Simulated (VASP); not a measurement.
Set up this calculation in VASP 6.6.1, as the native input.

| Property | Result |
| --- | --- |
| Task | relaxation of shape and atoms at fixed volume |
| Functional | PBE |
| Dispersion | D3(BJ) |
| Potentials or basis | VASP PAW PBE potentials, release 64 (Na_pv, Cl) |
| Cutoff | 600 eV |
| k mesh | 6 × 4 × 6 |
| Occupations | gaussian, width 0.02 eV |
| Spin | no spin polarisation |
| Dipole correction | no |
| Further INCAR settings | ALGO = Normal; EDIFF = 1e-06; IBRION = 2; EDIFFG = -0.01; NSW = 50; ISIF = 4 |

The structure of NaCl lies in POSCAR:

```
NaCl
1.0
    4.6693796614      0.0000000000      0.0000000000
    0.0000000000      5.6866080556      0.0000000000
   -2.1344682133      0.0000000000      4.2235347814
Na Cl
2 2
Direct
    0.3303002175      0.7500000000      0.1727299337
    0.6696997825      0.2500000000      0.8272700663
    0.6713427262      0.7500000000      0.8241100717
    0.3286572738      0.2500000000      0.1758899283
```

The input as run:

INCAR

```
SYSTEM = NaCl
PREC     = Accurate       ! precision mode
ENCUT    = 600            ! plane-wave cutoff, eV
EDIFF    = 1E-6           ! SCF threshold, eV
ISMEAR   = 0              ! smearing method
SIGMA    = 0.02           ! smearing width, eV
LREAL    = .False.        ! projectors in reciprocal space
LASPH    = .True.         ! aspherical terms in the spheres
NELM     = 100            ! most SCF steps
ALGO     = Normal         ! electronic algorithm
ISIF     = 4              ! what is computed and relaxed
LWAVE    = .False.        ! write WAVECAR
LCHARG   = .False.        ! write CHGCAR
GGA      = PE             ! functional
IVDW     = 12             ! dispersion correction
IBRION   = 2              ! ionic algorithm
NSW      = 50             ! ionic steps
EDIFFG   = -0.01          ! ionic threshold
```

KPOINTS

```
regular mesh
0
Gamma
  6 4 6
  0 0 0
```

Potentials or basis: VASP PAW PBE potentials, release 64 (Na_pv, Cl).

Command:

```console
$ cat potpaw_PBE.64/Na_pv/POTCAR potpaw_PBE.64/Cl/POTCAR > POTCAR
$ mpirun -np 1 vasp_std > vasp.out
```

It gave:

```json
{
  "Energy gained by relaxing": "0.6 meV/atom",
  "Ionic steps": "12",
  "Pressure after relaxing": "-1.0 GPa",
  "Largest force after relaxing": "0.007 eV/Å",
  "Band gap on the k mesh": "4.74 eV",
  "Dispersion energy per atom": "-0.165 eV"
}
```

It took 7 min on 1 thread of Intel(R) Xeon(R) 6975P-C (Granite Rapids), on a shared host, peak memory 0.36 GiB.
